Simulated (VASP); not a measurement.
# CdSiP2 (I-42d) in VASP: single point with PBE

Aim: the single point of CdSiP2 with PBE.

Everything below comes from runs of VASP 6.6.1. Logs are shortened: lines on timing, memory, paths and dates and some standing lists are left out, and cuts for length are marked.

### Step 1. The cell of the first run

The structure is tetragonal, space group I-42d (No. 122). Conventional cell: a = 5.694 Å, b = 5.694 Å, c = 10.484 Å, α = 90.00°, β = 90.00°, γ = 90.00°. Within 3.4 Å of Cd (site symmetry -4) lie 4 P at 2.57 Å. Within 3.0 Å of Si (site symmetry -4) lie 4 P at 2.26 Å. P (site symmetry 2) has 2 Si at 2.26 Å and 2 Cd at 2.57 Å within 3.0 Å.

### Step 2. Single point, PBE, non-collinear spin, zero start, spin-orbit coupling

Contents of INCAR:

```
PREC = Accurate ; ENCUT = 500
EDIFF = 1E-6 ; ISMEAR = 0
SIGMA = 0.01 ; LREAL = False
LASPH = True ; NELM = 200
ALGO = Normal ; ISIF = 2
LWAVE = False ; LCHARG = False
MAGMOM = 0 0 0 0 0 0 0 0 0 0 0 0 0 0 0 0 0 0 0 0 0 0 0 0 ; LORBIT = 11
LSORBIT = True ; GGA_COMPAT = False
LORBMOM = True ; GGA = PE
NBANDS = 70 ; KPAR = 4
```

Contents of KPOINTS:

```
Automatic mesh
0
Gamma
  6 6 6
```

Contents of POSCAR:

```
CdSiP2
1.0
   -2.8468551603      2.8468551603      5.2420618463
    2.8468551603     -2.8468551603      5.2420618463
    2.8468551603      2.8468551603     -5.2420618463
Cd Si P
2 2 4
Direct
    0.7500000000      0.2500000000      0.5000000000
    0.0000000000      0.0000000000      0.0000000000
    0.5000000000      0.5000000000      0.0000000000
    0.2500000000      0.7500000000      0.5000000000
    0.8750000000      0.8288409898      0.4538409898
    0.1711590102      0.6250000000      0.0461590102
    0.3750000000      0.4211590102      0.5461590102
    0.5788409898      0.1250000000      0.9538409898
```

Potentials or basis: VASP PAW PBE potentials, release 64 (Cd, Si, P).

Started as:

```
$ cat potpaw_PBE.64/Cd/POTCAR potpaw_PBE.64/Si/POTCAR potpaw_PBE.64/P/POTCAR > POTCAR
$ mpirun -np 4 vasp_ncl > vasp.out
```

OUTCAR:

```text
PREC = Accurate
   ENCUT = 500
   EDIFF = 1E-6
   ISMEAR = 0
   LREAL = False
   LASPH = True
   NELM = 200
   ISIF = 2
   LORBIT = 11
   LSORBIT = True
   GGA = PE

 ion  position               nearest neighbor table
   1  0.750  0.250  0.500-   6 2.57   5 2.57   7 2.57   8 2.57
   2  0.000  0.000  0.000-   7 2.57   6 2.57   8 2.57   5 2.57
   3  0.500  0.500  0.000-   5 2.26   6 2.26   8 2.26   7 2.26
   4  0.250  0.750  0.500-   5 2.26   7 2.26   8 2.26   6 2.26
   5  0.875  0.829  0.454-   3 2.26   4 2.26   2 2.57   1 2.57
   6  0.171  0.625  0.046-   3 2.26   4 2.26   2 2.57   1 2.57
   7  0.375  0.421  0.546-   4 2.26   3 2.26   1 2.57   2 2.57
   8  0.579  0.125  0.954-   3 2.26   4 2.26   1 2.57   2 2.57

  LATTYP: Found a body centered tetragonal cell.
 ALAT       =     5.6937103206
 C/A-ratio  =     1.8413517904

  Lattice vectors:

 A1 = (  -2.8468551603,   2.8468551603,   5.2420618463)
 A2 = (   2.8468551603,  -2.8468551603,   5.2420618463)
 A3 = (   2.8468551603,   2.8468551603,  -5.2420618463)

Analysis of symmetry for initial positions (statically):
=====================================================================
 Subroutine PRICEL returns:
 Original cell was already a primitive cell.

 Routine SETGRP: Setting up the symmetry group for a
 body centered tetragonal supercell.

 Subroutine GETGRP returns: Found  8 space group operations
 (whereof  4 operations were pure point group operations)
 out of a pool of 16 trial point group operations.

The static configuration has the point symmetry S_4 .
 The point group associated with its full space group is D_2d.

Analysis of symmetry for dynamics (positions and initial velocities):
=====================================================================
 Subroutine PRICEL returns:
 Original cell was already a primitive cell.

 Routine SETGRP: Setting up the symmetry group for a
 body centered tetragonal supercell.

 Subroutine GETGRP returns: Found  8 space group operations
 (whereof  4 operations were pure point group operations)
 out of a pool of 16 trial point group operations.

The dynamic configuration has the point symmetry S_4 .
 The point group associated with its full space group is D_2d.

Analysis of structural, dynamic, and magnetic symmetry:
=====================================================================
 Subroutine PRICEL returns:
 Original cell was already a primitive cell.

 Routine SETGRP: Setting up the symmetry group for a
 body centered tetragonal supercell.

 Subroutine GETGRP returns: Found  8 space group operations
[... 1844 lines left out ...]
 ----------------------------------------
  1         0.000  -0.000  -0.000
  2         0.000  -0.000  -0.000
  3        -0.000   0.000  -0.000
  4        -0.000   0.000  -0.000
  5         0.000   0.000   0.000
  6        -0.000   0.000  -0.000
  7         0.000   0.000   0.000
  8         0.000   0.000   0.000
 ----------------------------------------
            0.000  -0.000  -0.000

 orbital moment (z)

 # of ion     p       d       tot
 ----------------------------------------
  1         0.000   0.000   0.000
  2        -0.000  -0.000  -0.000
  3         0.000   0.000   0.000
  4        -0.000   0.000  -0.000
  5         0.000   0.000   0.000
  6         0.000   0.000   0.000
  7         0.000   0.000   0.000
  8         0.000   0.000   0.000
 ----------------------------------------
           -0.000   0.000   0.000

 Spin-Orbit-Coupling matrix elements

 Ion:    1  E_soc:     -0.0611911
 l=   1
     0.0000000    -0.0029029    -0.0030334
    -0.0029029     0.0000000    -0.0029029
    -0.0030334    -0.0029029     0.0000000
 l=   2
     0.0000000    -0.0014944     0.0000000    -0.0014944    -0.0057815
    -0.0014944     0.0000000    -0.0043210    -0.0014729    -0.0014356
     0.0000000    -0.0043210     0.0000000    -0.0043210     0.0000000
    -0.0014944    -0.0014729    -0.0043210     0.0000000    -0.0014356
    -0.0057815    -0.0014356     0.0000000    -0.0014356     0.0000000
 l=   3
     0.0000000     0.0000000     0.0000000     0.0000000     0.0000000     0.0000000     0.0000000
     0.0000000     0.0000000     0.0000000     0.0000000     0.0000000     0.0000000     0.0000000
     0.0000000     0.0000000     0.0000000     0.0000000     0.0000000     0.0000000     0.0000000
     0.0000000     0.0000000     0.0000000     0.0000000     0.0000000     0.0000000     0.0000000
[... 129 lines left out ...]
 l=   2
     0.0000000     0.0000000     0.0000000     0.0000000     0.0000000
     0.0000000     0.0000000     0.0000000     0.0000000     0.0000000
     0.0000000     0.0000000     0.0000000     0.0000000     0.0000000
     0.0000000     0.0000000     0.0000000     0.0000000     0.0000000
     0.0000000     0.0000000     0.0000000     0.0000000     0.0000000
 l=   3
     0.0000000     0.0000000     0.0000000     0.0000000     0.0000000     0.0000000     0.0000000
     0.0000000     0.0000000     0.0000000     0.0000000     0.0000000     0.0000000     0.0000000
     0.0000000     0.0000000     0.0000000     0.0000000     0.0000000     0.0000000     0.0000000
     0.0000000     0.0000000     0.0000000     0.0000000     0.0000000     0.0000000     0.0000000
     0.0000000     0.0000000     0.0000000     0.0000000     0.0000000     0.0000000     0.0000000
     0.0000000     0.0000000     0.0000000     0.0000000     0.0000000     0.0000000     0.0000000
     0.0000000     0.0000000     0.0000000     0.0000000     0.0000000     0.0000000     0.0000000

 total charge

# of ion       s       p       d       tot
------------------------------------------
    1        0.477   0.374   9.513  10.364
    2        0.477   0.374   9.513  10.364
    3        0.734   0.866   0.000   1.600
    4        0.734   0.866   0.000   1.600
    5        1.023   1.521   0.000   2.544
    6        1.023   1.521   0.000   2.544
    7        1.023   1.521   0.000   2.544
    8        1.023   1.521   0.000   2.544
--------------------------------------------------
tot          6.516   8.564  19.026  34.106

 magnetization (x)

# of ion       s       p       d       tot
------------------------------------------
    1        0.000  -0.000   0.000  -0.000
    2        0.000  -0.000  -0.000  -0.000
    3        0.000  -0.000   0.000  -0.000
    4        0.000   0.000   0.000   0.000
    5        0.000   0.000   0.000   0.000
    6       -0.000   0.000   0.000  -0.000
    7       -0.000  -0.000   0.000  -0.000
    8        0.000   0.000   0.000   0.000
--------------------------------------------------
tot         -0.000  -0.000  -0.000  -0.000

 magnetization (y)

# of ion       s       p       d       tot
------------------------------------------
    1        0.000   0.000   0.000   0.000
    2       -0.000   0.000   0.000  -0.000
    3        0.000   0.000   0.000   0.000
    4        0.000   0.000   0.000   0.000
    5        0.000   0.000   0.000   0.000
    6        0.000   0.000   0.000   0.000
    7        0.000  -0.000   0.000  -0.000
    8       -0.000  -0.000   0.000  -0.000
--------------------------------------------------
tot          0.000   0.000   0.000   0.000

 magnetization (z)

# of ion       s       p       d       tot
------------------------------------------
    1        0.000   0.000  -0.000  -0.000
    2       -0.000  -0.000   0.000   0.000
    3       -0.000  -0.000   0.000  -0.000
    4        0.000   0.000   0.000   0.000
    5       -0.000   0.000   0.000   0.000
    6        0.000   0.000   0.000   0.000
    7       -0.000  -0.000   0.000  -0.000
    8        0.000  -0.000   0.000  -0.000
--------------------------------------------------
tot          0.000   0.000  -0.000   0.000
```

OSZICAR:

```text
N       E                     dE             d eps       ncg     rms          rms(c)
DAV:   1     0.278511013461E+03    0.27851E+03   -0.22877E+04  5748   0.128E+03
DAV:   2    -0.180042088843E+02   -0.29652E+03   -0.28369E+03  6448   0.291E+02
DAV:   3    -0.369091024476E+02   -0.18905E+02   -0.18700E+02  6872   0.712E+01
DAV:   4    -0.372251780724E+02   -0.31608E+00   -0.31505E+00  6896   0.892E+00
DAV:   5    -0.372311250854E+02   -0.59470E-02   -0.59443E-02  6938   0.121E+00    0.127E+01
DAV:   6    -0.357524011713E+02    0.14787E+01   -0.28127E+00  6776   0.174E+01    0.923E+00
DAV:   7    -0.356409254946E+02    0.11148E+00   -0.17319E+00  6700   0.622E+00    0.402E+00
DAV:   8    -0.356333394534E+02    0.75860E-02   -0.21176E-01  6592   0.437E+00    0.125E+00
DAV:   9    -0.356324258109E+02    0.91364E-03   -0.22099E-02  6840   0.180E+00    0.483E-01
DAV:  10    -0.356325268068E+02   -0.10100E-03   -0.20843E-03  6430   0.249E-01    0.165E-01
DAV:  11    -0.356323087462E+02    0.21806E-03   -0.12031E-03  6810   0.291E-01    0.857E-02
DAV:  12    -0.356324304105E+02   -0.12166E-03   -0.44668E-04  6508   0.120E-01    0.445E-02
DAV:  13    -0.356324375016E+02   -0.70911E-05   -0.17872E-05  6808   0.366E-02    0.317E-02
DAV:  14    -0.356324471388E+02   -0.96372E-05   -0.12776E-05  6178   0.218E-02    0.920E-03
DAV:  15    -0.356324463696E+02    0.76916E-06   -0.17653E-06  6032   0.126E-02
   1 F= -.35632446E+02 E0= -.35632446E+02  d E =-.391741E-43  mag=     0.0000    -0.0000    -0.0000
```

Run time: 9.8 min. Hardware: 4 MPI ranks of Oxide Virtual Turin-like, shared host; peak memory 1.2 GiB.

What came out:

```
Free energy                                           : -35.6324 eV
Pressure                                              : 1.6 GPa
Largest force                                         : 0.026 eV/Å
Net moment                                            : 0.00 μB per cell
Valence electrons inside the program's atomic spheres : Cd 10.36; Si 1.60; P 2.54
```

Forces on the atoms (eV/Å):
```
Cd   0.000  0.000  0.000
Cd   0.000  0.000  0.000
Si   0.000  0.000  0.000
Si   0.000  0.000  0.000
P    0.026  0.000  0.000
P    0.000 -0.026  0.000
P   -0.026  0.000  0.000
P    0.000  0.026  0.000
```

Moments on the atoms (μB; x, y, z):
```
Cd  0.00 0.00 0.00
Cd  0.00 0.00 0.00
Si  0.00 0.00 0.00
Si  0.00 0.00 0.00
P   0.00 0.00 0.00
P   0.00 0.00 0.00
P   0.00 0.00 0.00
P   0.00 0.00 0.00
```
